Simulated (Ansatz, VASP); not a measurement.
One calculation of Al2O3, two programs

File INCAR:

```
SYSTEM = Al2O3
  ALGO = Normal
  EDIFF = 1E-6
  ENCUT = 520
  GGA = PE
  ISIF = 2
  ISMEAR = 0
  IVDW = 12
  LASPH = .TRUE.
  LCHARG = .FALSE.
  LREAL = .FALSE.
  LWAVE = .FALSE.
  NBANDS = 20
  NELM = 100
  PREC = Accurate
  SIGMA = 0.05
```

KPOINTS

```
k-points
0
G
  9 9 4
  0 0 0
```

Contents of POSCAR:

```
Al2O3
1.0
    2.8924537055      0.0000000000      0.0000000000
   -1.4462268528      2.5049383882      0.0000000000
    0.0000000000      0.0000000000      7.3605135856
Al O
2 3
Direct
    0.0000000000      0.0000000000      0.1907358529
    0.0000000000      0.0000000000      0.8092641471
    0.3333333333      0.6666666667      0.2909453217
    0.6666666667      0.3333333333      0.0000000000
    0.3333333333      0.6666666667      0.7090546783
```

Input for Ansatz:

```yaml
crystal:
  lattice:
    - [2.8924537055, 0.0, 0.0]
    - [-1.4462268528, 2.5049383882, 0.0]
    - [0.0, 0.0, 7.3605135856]
  atoms:
    - { symbol: Al, position: [0.0, 0.0, 0.1907358529] }
    - { symbol: Al, position: [0.0, 0.0, 0.8092641471] }
    - { symbol: O, position: [0.3333333333, 0.6666666667, 0.2909453217] }
    - { symbol: O, position: [0.6666666667, 0.3333333333, 0.0] }
    - { symbol: O, position: [0.3333333333, 0.6666666667, 0.7090546783] }
basis:
  ecutwfc: 520.0
kpoints:
  mp_grid: { grid: [9, 9, 4] }
hamiltonian:
  xc: pbe
  pseudopotentials: { kind: paw, azcp: { folder: soft_1 } }
  dispersion: d3bj
scf:
  occupations: { method: gaussian, width: 0.05 }
output:
  forces: true
  stress: true
  eigenvalues: true
```

Alike in both runs: task single point; functional PBE; dispersion D3(BJ); k mesh 9 × 9 × 4; occupations gaussian, width 0.05 eV; no spin polarisation.

|  | VASP | Ansatz |
| --- | --- | --- |
| version | VASP 6.6.1 | Ansatz 0.2.0 |
| potentials or method | VASP PAW PBE potentials, release 64 (Al, O), cutoff 520 eV | scalar-relativistic, plane waves, PAW |
| valence electrons in the cell | 24 | 24 |

```csv
,VASP,Ansatz,Ansatz less VASP
gap on the k mesh at the Fermi level (eV),4.09,4.12,+0.028
least direct gap on the mesh (eV),4.17,4.20,+0.027
pressure (GPa),-7.8,-7.8,-0.02
"traceless stress, the component that is largest in VASP (GPa)",0.51,0.77,+0.257
rms of the force components (eV/Å),0.542,0.527,-0.0149
```

Atom by atom the forces differ by 0.015 eV/Å (rms over components).
